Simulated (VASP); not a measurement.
# Yb (Fm-3m) in VASP: notebook

The runs below take Yb through single point, with r2SCAN.

Program: VASP 6.6.1. These are calculated values, not measurements. Logs are shortened: lines on timing, memory, paths and dates and some standing lists are left out, and cuts for length are marked.

## Step 1: The cell of the first run

The structure is cubic, space group Fm-3m (No. 225). The conventional cell has a = 5.083 Å, b = 5.083 Å, c = 5.083 Å, α = 90.00°, β = 90.00°, γ = 90.00°. Within 4.7 Å of Yb (site symmetry m-3m) lie 12 Yb at 3.59 Å.

## Step 2: Single point, r2SCAN

POSCAR

```
Yb
1.0
    0.0000000000      2.5415554777      2.5415554777
    2.5415554777      0.0000000000      2.5415554777
    2.5415554777      2.5415554777      0.0000000000
Yb
1
Direct
    0.0000000000      0.0000000000      0.0000000000
```

INCAR.step1

```
PREC = Accurate ; ENCUT = 520
ISMEAR = -1 ; SIGMA = 0.1
LREAL = False ; LASPH = True
NELM = 80 ; NBANDS = 18
GGA = PE ; ALGO = Normal
EDIFF = 1E-4 ; LWAVE = True
LCHARG = False
```

INCAR.step2

```
PREC = Accurate ; ENCUT = 520
EDIFF = 1E-6 ; ISMEAR = -1
SIGMA = 0.1 ; LREAL = False
LASPH = True ; NELM = 80
ALGO = Normal ; ISIF = 2
LWAVE = False ; LCHARG = True
METAGGA = R2SCAN ; LMIXTAU = True
LELF = True ; LVHAR = True
NBANDS = 18 ; ISTART = 1
```

KPOINTS

```
Automatic mesh
0
Gamma
  11 11 11
```

Potentials or basis: VASP PAW PBE potentials, release 64 (Yb).

On the command line:

```
$ cat potpaw_PBE.64/Yb/POTCAR > POTCAR
$ cp INCAR.step1 INCAR
$ mpirun -np 1 vasp_std > vasp.out
$ cp INCAR.step2 INCAR
$ mpirun -np 1 vasp_std > vasp.out
```

OUTCAR:

```text
PREC = Accurate
   ENCUT = 520
   EDIFF = 1E-6
   ISMEAR = -1
   LREAL = False
   LASPH = True
   NELM = 80
   ISIF = 2
   METAGGA = R2SCAN
   ISTART = 1

 ion  position               nearest neighbor table
   1  0.000  0.000  0.000-

  LATTYP: Found a face centered cubic cell.
 ALAT       =     5.0831109554

  Lattice vectors:

 A1 = (   0.0000000000,   2.5415554777,   2.5415554777)
 A2 = (   2.5415554777,   0.0000000000,   2.5415554777)
 A3 = (   2.5415554777,   2.5415554777,   0.0000000000)

Analysis of symmetry for initial positions (statically):
=====================================================================
 Subroutine PRICEL returns:
 Original cell was already a primitive cell.

 Routine SETGRP: Setting up the symmetry group for a
 face centered cubic supercell.

 Subroutine GETGRP returns: Found 48 space group operations
 (whereof 48 operations were pure point group operations)
 out of a pool of 48 trial point group operations.

The static configuration has the point symmetry O_h .

Analysis of symmetry for dynamics (positions and initial velocities):
=====================================================================
 Subroutine PRICEL returns:
 Original cell was already a primitive cell.

 Routine SETGRP: Setting up the symmetry group for a
 face centered cubic supercell.

 Subroutine GETGRP returns: Found 48 space group operations
 (whereof 48 operations were pure point group operations)
 out of a pool of 48 trial point group operations.

The dynamic configuration has the point symmetry O_h .

 Subroutine INISYM returns: Found 48 space group operations
 (whereof 48 operations are pure point group operations),
 and found     1 'primitive' translations

----------------------------------------------------------------------------------------

                                     Primitive cell

  volume of cell :      32.8344

  direct lattice vectors                    reciprocal lattice vectors
     0.000000000  2.541555478  2.541555478    -0.196729918  0.196729918  0.196729918
     2.541555478  0.000000000  2.541555478     0.196729918 -0.196729918  0.196729918
     2.541555478  2.541555478  0.000000000     0.196729918  0.196729918 -0.196729918

  length of vectors
     3.594302226  3.594302226  3.594302226     0.340746213  0.340746213  0.340746213

  position of ions in fractional coordinates (direct lattice)
     0.000000000  0.000000000  0.000000000

  ion indices of the primitive-cell ions
   primitive index   ion index
                 1           1

----------------------------------------------------------------------------------------

 KPOINTS: Automatic mesh

Automatic generation of k-mesh.
 Grid dimensions read from file:
 generate k-points for:   11   11   11

 Generating k-lattice:

  Cartesian coordinates                     Fractional coordinates (reciprocal lattice)
    -0.017884538  0.017884538  0.017884538     0.090909091  0.000000000  0.000000000
     0.017884538 -0.017884538  0.017884538     0.000000000  0.090909091  0.000000000
     0.017884538  0.017884538 -0.017884538     0.000000000  0.000000000  0.090909091

  Length of vectors
     0.030976928  0.030976928  0.030976928

  Shift w.r.t. Gamma in fractional coordinates (k-lattice)
     0.000000000  0.000000000  0.000000000

 Subroutine IBZKPT returns following result:
 ===========================================

 Found     56 irreducible k-points:

 Following reciprocal coordinates:
            Coordinates               Weight
  0.000000  0.000000  0.000000      1.000000
  0.090909  0.000000  0.000000      8.000000
  0.181818  0.000000  0.000000      8.000000
  0.272727  0.000000  0.000000      8.000000
  0.363636  0.000000  0.000000      8.000000
  0.454545  0.000000  0.000000      8.000000
[... 16 lines left out ...]
 -0.272727  0.181818  0.000000     24.000000
 -0.181818  0.181818  0.000000     12.000000
 [... further k-points ...]
   k-points           NKPTS =     56   k-points in BZ     NKDIM =     56   number of bands    NBANDS=     18
   number of dos      NEDOS =    301   number of ions     NIONS =      1
   total plane-waves  NPLWV =  21952
   dimension x,y,z NGX =    28 NGY =   28 NGZ =   28
   dimension x,y,z NGXF=    56 NGYF=   56 NGZF=   56
   ions per type =               1
   NGX,Y,Z   is equivalent  to a cutoff of  12.95, 12.95, 12.95 a.u.
   NGXF,Y,Z  is equivalent  to a cutoff of  25.90, 25.90, 25.90 a.u.
 SYSTEM =  unknown system
   PREC   = accura    normal or accurate (medium, high low for compatibility)
   ISTART =      1    job   : 0-new  1-cont  2-samecut
   ICHARG =      0    charge: 1-file 2-atom 10-const
   ISPIN  =      1    spin polarized calculation?
   LNONCOLLINEAR =      F non collinear calculations
   LSORBIT =      F    spin-orbit coupling
   LASPH  =      T    aspherical Exc in radial PAW
   ENCUT  =  520.0 eV  38.22 Ry    6.18 a.u.   6.68  6.68  6.68*2*pi/ulx,y,z
   NELM   =     80;   NELMIN=  2; NELMDL=  0     # of ELM steps
   EDIFF  = 0.1E-05   stopping-criterion for ELM
   LREAL  =      F    real-space projection
   EDIFFG = 0.1E-04   stopping-criterion for IOM
   NSW    =      0    number of steps for IOM
   IBRION =     -1    ionic relax: 0-MD 1-quasi-New 2-CG
   NFREE  =      0    steps in history (QN), initial steepest desc. (CG)
   ISIF   =      2    stress and relaxation
   ISYM   =      2    0-nonsym 1-usesym 2-fastsym
   POTIM  = 0.5000    time-step for ionic-motion
   TEBEG  =    0.0;   TEEND  =   0.0 temperature during run
   PSTRESS=    0.0 pullay stress
   NELECT =      24.0000    total number of electrons
   NUPDOWN=      -1.0000    fix difference up-down
   EMIN   =  10.00;   EMAX   =-10.00  energy-range for DOS
   EFERMI =   0.00;   METHOD = LEGACY
   ISMEAR =    -1;   SIGMA  =   0.10  broadening in eV -4-tet -1-fermi 0-gaus
   EFERMI_NEDOS =   21; number of points for ismear=-14 and -15
   IALGO  =     38    algorithm
   IMIX   =      4    mixing-type and parameters
     AMIX     =   0.40;   BMIX     =  1.00
     AMIX_MAG =   1.60;   BMIX_MAG =  1.00
  volume/ion in A,a.u.               =      32.83       221.58
  Fermi-wavevector in a.u.,A,eV,Ry     =   1.474695  2.786770 29.588950  2.174726
  Thomas-Fermi vector in A             =   2.589435
   LORBIT       =      0    0 simple, 1 ext, 2 COOP (PROOUT), +10 PAW based schemes
   METAGGA = R2SCAN    functional components
   LHFCALC =     F    Hartree Fock is set to
   AEXX    =    0.0000 exact exchange contribution
   IVDW    =     0    specifies the selected vdW correction
   LEPSILON=     F    determine dielectric tensor
   LRPA    =     F    only Hartree local field effects (RPA)
 non-spin polarized calculation
  energy-cutoff  :      520.00
  volume of cell :       32.83
 maximum number of plane-waves:       905
   NGX = 13   NGY = 13   NGZ = 13

 number of electron      23.9999988 magnetization

 Free energy of the ion-electron system (eV)
  ---------------------------------------------------
  ext. energy  EPLUGINS =         0.00000000
  ---------------------------------------------------
  free energy    TOTEN  =       -35.55537619 eV

  energy without entropy =      -35.46969872  energy(sigma->0) =      -35.51253745

 E-fermi :   1.8673     XC(G=0): -10.5757

 val. band max:        1.7312471953   @ k =  -0.2727   0.4545   0.1818
 cond. band min:       1.9064338585   @ k =  -0.4545   0.4545   0.0000
 fundamental gap:      0.1751866632
 Fermi energy:         1.8672851347

 k-point     1 :       0.0000    0.0000    0.0000
  band No.  band energies     occupation
      1     -51.5166      2.00000
      2     -23.0032      2.00000
      3     -23.0030      2.00000
      4     -23.0030      2.00000
      5      -3.7380      2.00000
      6       1.2431      1.99611
[... 10 lines left out ...]
     17       7.4743      0.00000
     18      12.1060      0.00000

 k-point     2 :       0.0909    0.0000    0.0000
  band No.  band energies     occupation
      1     -51.5145      2.00000
      2     -23.0413      2.00000
      3     -23.0079      2.00000
      4     -23.0078      2.00000
      5      -3.5205      2.00000
      6       1.2453      1.99603
[... 10 lines left out ...]
     17       7.3346      0.00000
     18      12.6332      0.00000

 k-point     3 :       0.1818    0.0000    0.0000
  band No.  band energies     occupation
      1     -51.5088      2.00000
      2     -23.1423      2.00000
      3     -23.0208      2.00000
      4     -23.0206      2.00000
      5      -2.9010      2.00000
      6       1.2526      1.99573
[... 10 lines left out ...]
     17       7.1838      0.00000
     18      12.7194      0.00000

 k-point     4 :       0.2727    0.0000    0.0000
  band No.  band energies     occupation
      1     -51.5014      2.00000
      2     -23.2712      2.00000
      3     -23.0374      2.00000
      4     -23.0373      2.00000
      5      -1.9828      2.00000
      6       1.2649      1.99517
[... 10 lines left out ...]
     17       7.5415      0.00000
     18      11.6694      0.00000

 k-point     5 :       0.3636    0.0000    0.0000
  band No.  band energies     occupation
      1     -51.4945      2.00000
      2     -23.3867      2.00000
      3     -23.0527      2.00000
      4     -23.0526      2.00000
      5      -0.9628      2.00000
      6       1.2655      1.99514
[... 10 lines left out ...]
     17       8.3451      0.00000
     18      10.9634      0.00000

 k-point     6 :       0.4545    0.0000    0.0000
  band No.  band energies     occupation
      1     -51.4904      2.00000
      2     -23.4540      2.00000
      3     -23.0618      2.00000
      4     -23.0616      2.00000
      5      -0.1961      2.00000
      6       1.2484      1.99590
[... 10 lines left out ...]
     17       9.0685      0.00000
     18      10.6782      0.00000

 k-point     7 :       0.0909    0.0909    0.0000
  band No.  band energies     occupation
      1     -51.5138      2.00000
      2     -23.0405      2.00000
      3     -23.0162      2.00000
      4     -23.0161      2.00000
      5      -3.4482      2.00000
      6       1.2461      1.99600
[... 10 lines left out ...]
     17       7.5907      0.00000
     18      12.8272      0.00000

 k-point     8 :       0.1818    0.0909    0.0000
  band No.  band energies     occupation
      1     -51.5093      2.00000
      2     -23.1155      2.00000
      3     -23.0320      2.00000
      4     -23.0254      2.00000
      5      -2.9629      2.00000
      6       1.2518      1.99576
[... 10 lines left out ...]
     17       7.6503      0.00000
     18      13.5160      0.00000
[... 229 lines left out ...]
     17       8.7638      0.00000
     18      12.2629      0.00000

 k-point    20 :       0.4545    0.1818    0.0000
  band No.  band energies     occupation
      1     -51.4889      2.00000
      2     -23.3881      2.00000
      3     -23.1278      2.00000
      4     -23.0947      2.00000
      5      -0.0361      2.00000
      6       1.2660      1.99512
[... 10 lines left out ...]
     17       9.2791      0.00000
     18      10.7221      0.00000

 k-point    21 :      -0.4545    0.1818    0.0000
  band No.  band energies     occupation
      1     -51.4866      2.00000
      2     -23.4165      2.00000
      3     -23.1533      2.00000
      4     -23.0891      2.00000
      5       0.6197      1.99999
      6       1.2420      1.99616
[... 10 lines left out ...]
     17       9.0370      0.00000
     18      10.2718      0.00000

 k-point    22 :      -0.3636    0.1818    0.0000
  band No.  band energies     occupation
      1     -51.4880      2.00000
      2     -23.3949      2.00000
      3     -23.1629      2.00000
      4     -23.0734      2.00000
      5       0.2907      2.00000
      6       1.2510      1.99580
[... 10 lines left out ...]
     17       9.4609      0.00000
     18      10.7547      0.00000

 k-point    23 :      -0.2727    0.1818    0.0000
  band No.  band energies     occupation
      1     -51.4925      2.00000
      2     -23.3342      2.00000
      3     -23.1487      2.00000
      4     -23.0525      2.00000
      5      -0.6508      2.00000
      6       1.2735      1.99474
[... 10 lines left out ...]
     17       9.4362      0.00000
     18      11.6879      0.00000

 k-point    24 :      -0.1818    0.1818    0.0000
  band No.  band energies     occupation
      1     -51.4989      2.00000
      2     -23.2591      2.00000
      3     -23.1085      2.00000
      4     -23.0330      2.00000
      5      -1.6491      2.00000
      6       1.2728      1.99477
[... 10 lines left out ...]
     17       8.5887      0.00000
     18      12.8086      0.00000

 [... further k-points ...]

------------------------ aborting loop because EDIFF is reached ----------------------------------------

  FORCE on cell =-STRESS in cart. coord.  units (eV):
  Direction    XX          YY          ZZ          XY          YZ          ZX
  --------------------------------------------------------------------------------------
  -------------------------------------------------------------------------------------
  Total        0.2770506      0.2770506      0.2770506     -0.0000000     -0.0000000     -0.0000000
  in kB       13.5188855     13.5188855     13.5188855     -0.0000000     -0.0000000     -0.0000000
  external PRESSURE =      13.5188855 kB  Pullay stress =       0.0000000 kB

 VOLUME and BASIS-vectors are now :
 -----------------------------------------------------------------------------
  energy-cutoff  :      520.00
  volume of cell :       32.83
      direct lattice vectors                 reciprocal lattice vectors
     0.000000000  2.541555478  2.541555478    -0.196729918  0.196729918  0.196729918
     2.541555478  0.000000000  2.541555478     0.196729918 -0.196729918  0.196729918
     2.541555478  2.541555478  0.000000000     0.196729918  0.196729918 -0.196729918

 POSITION                                       TOTAL-FORCE (eV/Angst)
 -----------------------------------------------------------------------------------
      0.00000      0.00000      0.00000         0.000000      0.000000     -0.000000
 -----------------------------------------------------------------------------------
    total drift:                               -0.000000     -0.000000     -0.000000

  FREE ENERGIE OF THE ION-ELECTRON SYSTEM (eV)
  ---------------------------------------------------
  free  energy   TOTEN  =       -35.5553761901 eV

  energy  without entropy=      -35.4696987180  energy(sigma->0) =      -35.51253745
```

Run time: 2.7 min. Hardware: 1 thread of Intel Xeon Platinum 8488C (Sapphire Rapids), shared host; peak memory 0.2 GiB.

Results:

| Property | Result |
| --- | --- |
| Free energy | -35.5554 eV |
| Pressure | 1.4 GPa |

Levels at points of the mesh, in eV from the Fermi level:
```csv
k point,band 9,band 10,band 11,band 12,band 13,band 14,band 15,band 16
"(0.00, 0.00, 0.00)",-0.54,-0.46,-0.46,-0.46,3.21,3.21,3.21,5.61
```

Caveat: the PAW data sets were made with another functional, which shifts forces and pressure a little; spin-orbit coupling is left out, which moves the levels of the heavy elements. Spin polarisation is off, so any magnetic state and its effect on volume and gap are missing.

## Step 3: Single point, r2SCAN

POSCAR is that of step 2.

INCAR.step1

```
SYSTEM = Yb
PREC     = Accurate       ! precision mode
ENCUT    = 520            ! plane-wave cutoff, eV
ISMEAR   = -1             ! smearing method
SIGMA    = 0.1            ! smearing width, eV
LREAL    = .False.        ! projectors in reciprocal space
LASPH    = .True.         ! aspherical terms in the spheres
NELM     = 80             ! most SCF steps
NBANDS   = 18             ! bands
GGA      = PE             ! functional
ALGO     = Normal         ! electronic algorithm
EDIFF    = 1E-4           ! SCF threshold, eV
LWAVE    = .True.         ! write WAVECAR
LCHARG   = .False.        ! write CHGCAR
```

INCAR.step2

```
SYSTEM = Yb
PREC     = Accurate       ! precision mode
ENCUT    = 520            ! plane-wave cutoff, eV
EDIFF    = 1E-6           ! SCF threshold, eV
ISMEAR   = -1             ! smearing method
SIGMA    = 0.1            ! smearing width, eV
LREAL    = .False.        ! projectors in reciprocal space
LASPH    = .True.         ! aspherical terms in the spheres
NELM     = 80             ! most SCF steps
ALGO     = Normal         ! electronic algorithm
ISIF     = 2              ! what is computed and relaxed
LWAVE    = .False.        ! write WAVECAR
LCHARG   = .False.        ! write CHGCAR
METAGGA  = R2SCAN         ! meta-GGA
LMIXTAU  = .True.       
NBANDS   = 18             ! bands
ISTART   = 1
```

KPOINTS

```
regular mesh
0
Gamma
  11 11 11
  0 0 0
```

Potentials or basis: VASP PAW PBE potentials, release 64 (Yb).

On the command line:

```
$ cat potpaw_PBE.64/Yb/POTCAR > POTCAR
$ cp INCAR.step1 INCAR
$ mpirun -np 1 vasp_std > vasp.out
$ cp INCAR.step2 INCAR
$ mpirun -np 1 vasp_std > vasp.out
```

It took 2.5 min on 1 thread of Intel Xeon Platinum 8488C (Sapphire Rapids), shared host; peak memory 0.2 GiB.

Results (log left out):

```yaml
Free_energy: -35.5554 eV
Pressure: 1.4 GPa
```

Levels at points of the mesh, in eV from the Fermi level:
```
           k point  band 10  band 11  band 12  band 13  band 14  band 15
(0.00, 0.00, 0.00)    -0.46    -0.46    -0.46     3.21     3.21     3.21
```

Caveat: the PAW data sets were made with another functional, which shifts forces and pressure a little; spin-orbit coupling is left out, which moves the levels of the heavy elements. Spin polarisation is off, so any magnetic state and its effect on volume and gap are missing.
